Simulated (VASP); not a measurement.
# HRh8 (Fm-3m) in VASP: relaxation of cell and atoms with PBE

Aim: the relaxation of cell and atoms of HRh8 with PBE.

All numbers are computed with VASP 6.6.1; they aren't measurements. Logs are shortened: lines on timing, memory, paths and dates and some standing lists are left out, and cuts for length are marked.

**1. The cell of the first run**

The structure is cubic, space group Fm-3m (No. 225). Conventional cell: a = 7.726 Å, b = 7.726 Å, c = 7.726 Å, α = 90.00°, β = 90.00°, γ = 90.00°. Rh (site symmetry -43m) has 12 Rh at 2.73 Å and 4 H at 3.35 Å within 3.6 Å. Rh (site symmetry 4mm) has 1 H at 1.96 Å and 12 Rh at 2.69 to 2.77 Å within 2.8 Å. H (site symmetry m-3m) has 6 Rh at 1.96 Å within 2.6 Å.

**2. Relaxation of cell and atoms, PBE**

Contents of INCAR:

```
SYSTEM = HRh8
  PREC = Accurate
  ENCUT = 600
  EDIFF = 1E-7
  ISMEAR = 0
  SIGMA = 0.1
  LREAL = .FALSE.
  LASPH = .TRUE.
  NELM = 60
  ALGO = Normal
  ISIF = 3
  LWAVE = .FALSE.
  LCHARG = .FALSE.
  GGA = PE
  IBRION = 2
  NSW = 90
  EDIFFG = -0.025
```

Contents of KPOINTS:

```
Automatic mesh
0
G
  8 8 8
  0 0 0
```

Contents of POSCAR:

```
HRh8
1.0
    0.0000000000      3.8631494377      3.8631494377
    3.8631494377      0.0000000000      3.8631494377
    3.8631494377      3.8631494377      0.0000000000
Rh H
8 1
Direct
    0.0000000000      0.0000000000      0.0000000000
   -0.0036686869     -0.0036686869      0.5036686869
   -0.0036686869      0.5036686869     -0.0036686869
   -0.0036686869      0.5036686869      0.5036686869
    0.5036686869     -0.0036686869     -0.0036686869
    0.5036686869     -0.0036686869      0.5036686869
    0.5036686869      0.5036686869     -0.0036686869
    0.5000000000      0.5000000000      0.5000000000
    0.2500000000      0.2500000000      0.2500000000
```

Potentials or basis: VASP PAW PBE potentials, release 64 (Rh_pv, H).

Run with:

```console
cat potpaw_PBE.64/Rh_pv/POTCAR potpaw_PBE.64/H/POTCAR > POTCAR
mpirun -np 1 vasp_std > vasp.out
```

OUTCAR:

```text
SYSTEM = HRh8
   PREC = Accurate
   ENCUT = 600
   EDIFF = 1E-7
   ISMEAR = 0
   LREAL = .FALSE.
   LASPH = .TRUE.
   NELM = 60
   ISIF = 3
   GGA = PE
   IBRION = 2
   NSW = 90
   EDIFFG = -0.025

 ion  position               nearest neighbor table
   1  0.000  0.000  0.000-   5 2.73   6 2.73   7 2.73   3 2.73   4 2.73   7 2.73   2 2.73   4 2.73
                             6 2.73   2 2.73   3 2.73   5 2.73
   2  0.996  0.996  0.504-   9 1.96   4 2.69   5 2.69   6 2.69   3 2.69   1 2.73   8 2.73   8 2.73
                             1 2.73   3 2.77   5 2.77   4 2.77   6 2.77
   3  0.996  0.504  0.996-   9 1.96   4 2.69   5 2.69   7 2.69   2 2.69   1 2.73   8 2.73   8 2.73
                             1 2.73   4 2.77   7 2.77   2 2.77   5 2.77
   4  0.996  0.504  0.504-   9 1.96   3 2.69   6 2.69   7 2.69   2 2.69   8 2.73   8 2.73   1 2.73
                             1 2.73   7 2.77   3 2.77   6 2.77   2 2.77
   5  0.504  0.996  0.996-   9 1.96   3 2.69   6 2.69   7 2.69   2 2.69   1 2.73   8 2.73   8 2.73
                             1 2.73   7 2.77   3 2.77   2 2.77   6 2.77
   6  0.504  0.996  0.504-   9 1.96   4 2.69   5 2.69   7 2.69   2 2.69   8 2.73   8 2.73   1 2.73
                             1 2.73   5 2.77   4 2.77   7 2.77   2 2.77
   7  0.504  0.504  0.996-   9 1.96   4 2.69   5 2.69   6 2.69   3 2.69   8 2.73   8 2.73   1 2.73
                             1 2.73   5 2.77   4 2.77   6 2.77   3 2.77
   8  0.500  0.500  0.500-   4 2.73   6 2.73   7 2.73   3 2.73   5 2.73   7 2.73   2 2.73   5 2.73
                             6 2.73   2 2.73   3 2.73   4 2.73
   9  0.250  0.250  0.250-   2 1.96   3 1.96   4 1.96   5 1.96   6 1.96   7 1.96

  LATTYP: Found a face centered cubic cell.
 ALAT       =     7.7262988754

  Lattice vectors:

 A1 = (   0.0000000000,   3.8631494377,   3.8631494377)
 A2 = (   3.8631494377,   0.0000000000,   3.8631494377)
 A3 = (   3.8631494377,   3.8631494377,   0.0000000000)

Analysis of symmetry for initial positions (statically):
=====================================================================
 Subroutine PRICEL returns:
 Original cell was already a primitive cell.

 Routine SETGRP: Setting up the symmetry group for a
 face centered cubic supercell.

 Subroutine GETGRP returns: Found 48 space group operations
 (whereof 24 operations were pure point group operations)
 out of a pool of 48 trial point group operations.

The static configuration has the point symmetry T_d .
 The point group associated with its full space group is O_h .

Analysis of symmetry for dynamics (positions and initial velocities):
=====================================================================
 Subroutine PRICEL returns:
 Original cell was already a primitive cell.

 Routine SETGRP: Setting up the symmetry group for a
 face centered cubic supercell.

 Subroutine GETGRP returns: Found 48 space group operations
 (whereof 24 operations were pure point group operations)
 out of a pool of 48 trial point group operations.

The dynamic configuration has the point symmetry T_d .
 The point group associated with its full space group is O_h .

 Subroutine INISYM returns: Found 48 space group operations
 (whereof 24 operations are pure point group operations),
 and found     1 'primitive' translations

----------------------------------------------------------------------------------------

                                     Primitive cell

  volume of cell :     115.3067

  direct lattice vectors                    reciprocal lattice vectors
     0.000000000  3.863149438  3.863149438    -0.129428076  0.129428076  0.129428076
     3.863149438  0.000000000  3.863149438     0.129428076 -0.129428076  0.129428076
     3.863149438  3.863149438  0.000000000     0.129428076  0.129428076 -0.129428076

  length of vectors
     5.463318328  5.463318328  5.463318328     0.224176004  0.224176004  0.224176004

  position of ions in fractional coordinates (direct lattice)
     0.000000000  0.000000000  0.000000000
     0.996331313  0.996331313  0.503668687
     0.996331313  0.503668687  0.996331313
     0.996331313  0.503668687  0.503668687
     0.503668687  0.996331313  0.996331313
     0.503668687  0.996331313  0.503668687
     0.503668687  0.503668687  0.996331313
     0.500000000  0.500000000  0.500000000
     0.250000000  0.250000000  0.250000000

  ion indices of the primitive-cell ions
   primitive index   ion index
                 1           1
                 2           2
                 3           3
                 4           4
                 5           5
                 6           6
                 7           7
                 8           8
                 9           9

----------------------------------------------------------------------------------------

 KPOINTS: Automatic mesh

Automatic generation of k-mesh.
 Grid dimensions read from file:
 generate k-points for:    8    8    8

 Generating k-lattice:

  Cartesian coordinates                     Fractional coordinates (reciprocal lattice)
    -0.016178510  0.016178510  0.016178510     0.125000000  0.000000000  0.000000000
     0.016178510 -0.016178510  0.016178510     0.000000000  0.125000000  0.000000000
     0.016178510  0.016178510 -0.016178510     0.000000000  0.000000000  0.125000000

  Length of vectors
     0.028022000  0.028022000  0.028022000

  Shift w.r.t. Gamma in fractional coordinates (k-lattice)
     0.000000000  0.000000000  0.000000000

 Subroutine IBZKPT returns following result:
 ===========================================

 Found     29 irreducible k-points:

 Following reciprocal coordinates:
            Coordinates               Weight
  0.000000  0.000000  0.000000      1.000000
  0.125000  0.000000  0.000000      8.000000
  0.250000  0.000000  0.000000      8.000000
  0.375000  0.000000  0.000000      8.000000
  0.500000  0.000000  0.000000      4.000000
  0.125000  0.125000  0.000000      6.000000
[... 16 lines left out ...]
  0.500000  0.250000  0.125000     48.000000
 -0.375000  0.250000  0.125000     24.000000
 [... further k-points ...]
   k-points           NKPTS =     29   k-points in BZ     NKDIM =     29   number of bands    NBANDS=     72
   number of dos      NEDOS =    301   number of ions     NIONS =      9
   total plane-waves  NPLWV = 110592
   dimension x,y,z NGX =    48 NGY =   48 NGZ =   48
   dimension x,y,z NGXF=    96 NGYF=   96 NGZF=   96
   ions per type =               8   1
   NGX,Y,Z   is equivalent  to a cutoff of  14.61, 14.61, 14.61 a.u.
   NGXF,Y,Z  is equivalent  to a cutoff of  29.21, 29.21, 29.21 a.u.
 SYSTEM =  HRh8
   PREC   = accura    normal or accurate (medium, high low for compatibility)
   ISTART =      0    job   : 0-new  1-cont  2-samecut
   ICHARG =      2    charge: 1-file 2-atom 10-const
   ISPIN  =      1    spin polarized calculation?
   LNONCOLLINEAR =      F non collinear calculations
   LSORBIT =      F    spin-orbit coupling
   LASPH  =      T    aspherical Exc in radial PAW
   ENCUT  =  600.0 eV  44.10 Ry    6.64 a.u.  10.91 10.91 10.91*2*pi/ulx,y,z
   NELM   =     60;   NELMIN=  2; NELMDL= -5     # of ELM steps
   EDIFF  = 0.1E-06   stopping-criterion for ELM
   LREAL  =      F    real-space projection
   EDIFFG = -.3E-01   stopping-criterion for IOM
   NSW    =     90    number of steps for IOM
   IBRION =      2    ionic relax: 0-MD 1-quasi-New 2-CG
   NFREE  =      1    steps in history (QN), initial steepest desc. (CG)
   ISIF   =      3    stress and relaxation
   ISYM   =      2    0-nonsym 1-usesym 2-fastsym
   POTIM  = 0.5000    time-step for ionic-motion
   TEBEG  =    0.0;   TEEND  =   0.0 temperature during run
   PSTRESS=    0.0 pullay stress
   NELECT =     121.0000    total number of electrons
   NUPDOWN=      -1.0000    fix difference up-down
   EMIN   =  10.00;   EMAX   =-10.00  energy-range for DOS
   EFERMI =   0.00;   METHOD = LEGACY
   ISMEAR =     0;   SIGMA  =   0.10  broadening in eV -4-tet -1-fermi 0-gaus
   EFERMI_NEDOS =   21; number of points for ismear=-14 and -15
   IALGO  =     38    algorithm
   IMIX   =      4    mixing-type and parameters
     AMIX     =   0.40;   BMIX     =  1.00
     AMIX_MAG =   1.60;   BMIX_MAG =  1.00
  volume/ion in A,a.u.               =      12.81        86.46
  Fermi-wavevector in a.u.,A,eV,Ry     =   1.663611  3.143769 37.655505  2.767602
  Thomas-Fermi vector in A             =   2.750298
   LORBIT       =      0    0 simple, 1 ext, 2 COOP (PROOUT), +10 PAW based schemes
   GGA     = PE    functional components
   LHFCALC =     F    Hartree Fock is set to
   AEXX    =    0.0000 exact exchange contribution
   IVDW    =     0    specifies the selected vdW correction
   LEPSILON=     F    determine dielectric tensor
   LRPA    =     F    only Hartree local field effects (RPA)
 conjugate gradient relaxation of ions
 non-spin polarized calculation
 Gauss-broadening in eV      SIGMA  =   0.10
  energy-cutoff  :      600.00
  volume of cell :      115.31
 maximum number of plane-waves:      3892
 NGX is ok and might be reduce to    48
   NGX = 21   NGY = 21   NGZ = 21

--------------------------------------- Ionic step        1  -------------------------------------------

 number of electron     121.0000005 magnetization

 Free energy of the ion-electron system (eV)
  ---------------------------------------------------
  ext. energy  EPLUGINS =         0.00000000
  ---------------------------------------------------
  free energy    TOTEN  =       -61.27056054 eV

  energy without entropy =      -61.21321173  energy(sigma->0) =      -61.24188614

------------------------ aborting loop because EDIFF is reached ----------------------------------------

  FORCE on cell =-STRESS in cart. coord.  units (eV):
  Direction    XX          YY          ZZ          XY          YZ          ZX
  --------------------------------------------------------------------------------------
  -------------------------------------------------------------------------------------
  Total       -0.6636813     -0.6636813     -0.6636813      0.0000000     -0.0000000     -0.0000000
  in kB       -9.2217995     -9.2217995     -9.2217995      0.0000000     -0.0000000     -0.0000000
  external PRESSURE =      -9.2217995 kB  Pullay stress =       0.0000000 kB
[... 71 lines left out ...]
  energy  without entropy=      -61.2112404736  energy(sigma->0) =      -61.23932409

--------------------------------------- Ionic step        3  -------------------------------------------

 number of electron     121.0000003 magnetization

 Free energy of the ion-electron system (eV)
  ---------------------------------------------------
  ext. energy  EPLUGINS =         0.00000000
  ---------------------------------------------------
  free energy    TOTEN  =       -61.27182665 eV

  energy without entropy =      -61.21489422  energy(sigma->0) =      -61.24336044

 E-fermi :  11.3514     XC(G=0): -13.8367

 val. band max:       11.3439396750   @ k =   0.5000   0.2500   0.1250
 cond. band min:      11.3595302760   @ k =   0.2500   0.0000   0.0000
 fundamental gap:      0.0155906010
 Fermi energy:        11.3513912533

 k-point     1 :       0.0000    0.0000    0.0000
  band No.  band energies     occupation
      1     -35.7057      2.00000
      2     -35.5925      2.00000
      3     -35.5925      2.00000
      4     -35.5925      2.00000
      5     -35.5888      2.00000
      6     -35.5888      2.00000
[... 1789 lines left out ...]
     71      17.2324      0.00000
     72      17.8234      0.00000

 [... further k-points ...]

------------------------ aborting loop because EDIFF is reached ----------------------------------------

  FORCE on cell =-STRESS in cart. coord.  units (eV):
  Direction    XX          YY          ZZ          XY          YZ          ZX
  --------------------------------------------------------------------------------------
  -------------------------------------------------------------------------------------
  Total        0.0054884      0.0054884      0.0054884     -0.0000000      0.0000000      0.0000000
  in kB        0.0765456      0.0765456      0.0765456     -0.0000000      0.0000000      0.0000000
  external PRESSURE =       0.0765456 kB  Pullay stress =       0.0000000 kB
[... 24 lines left out ...]
  FREE ENERGIE OF THE ION-ELECTRON SYSTEM (eV)
  ---------------------------------------------------
  free  energy   TOTEN  =       -61.2718266528 eV

  energy  without entropy=      -61.2148942235  energy(sigma->0) =      -61.24336044

 reached required accuracy - stopping structural energy minimisation
```

Run time: 31 min. Hardware: 1 thread of Intel Xeon 8259CL, shared host; peak memory 0.43 GiB.

Results:

| Item | Value |
| --- | --- |
| Free energy | -61.2718 eV |
| Relaxed volume | 12.76 Å³/atom |
| Relaxed cell | a = 5.457 Å, b = 5.457 Å, c = 5.457 Å, α = 60.00°, β = 60.00°, γ = 60.00° |
| Space group after relaxing (to 0.1 Å) | Fm-3m (No. 225) |
| Energy gained by relaxing | 0.1 meV/atom |
| Ionic steps | 3 |
| Pressure after relaxing | 0.0 GPa |
| Largest force after relaxing | 0.013 eV/Å |
| Band gap on the k mesh | zero (an odd number of electrons rules out a gap without spin polarisation) |

Forces on the atoms (eV/Å):
```
Rh   0.000  0.000  0.000
Rh   0.000  0.000  0.013
Rh   0.000  0.013  0.000
Rh  -0.013  0.000  0.000
Rh   0.013  0.000  0.000
Rh   0.000 -0.013  0.000
Rh   0.000  0.000 -0.013
Rh   0.000  0.000  0.000
H    0.000  0.000  0.000
```

Step by step:
```
step  energy change (eV)  largest force (eV/Å)  pressure (GPa)  volume (Å³)
   1              0.0000                0.0197           -0.92       115.31
   2              0.0032                0.0011            1.79       114.08
   3             -0.0013                0.0135            0.01       114.88
```

Final structure:
```yaml
crystal:
  lattice:
    - [0.00000, 3.85834, 3.85834]
    - [3.85834, 0.00000, 3.85834]
    - [3.85834, 3.85834, 0.00000]
  atoms:
    - { symbol: Rh, position: [0.00000, 0.00000, 0.00000] }
    - { symbol: Rh, position: [0.99637, 0.99637, 0.50363] }
    - { symbol: Rh, position: [0.99637, 0.50363, 0.99637] }
    - { symbol: Rh, position: [0.99637, 0.50363, 0.50363] }
    - { symbol: Rh, position: [0.50363, 0.99637, 0.99637] }
    - { symbol: Rh, position: [0.50363, 0.99637, 0.50363] }
    - { symbol: Rh, position: [0.50363, 0.50363, 0.99637] }
    - { symbol: Rh, position: [0.50000, 0.50000, 0.50000] }
    - { symbol: H, position: [0.25000, 0.25000, 0.25000] }
```
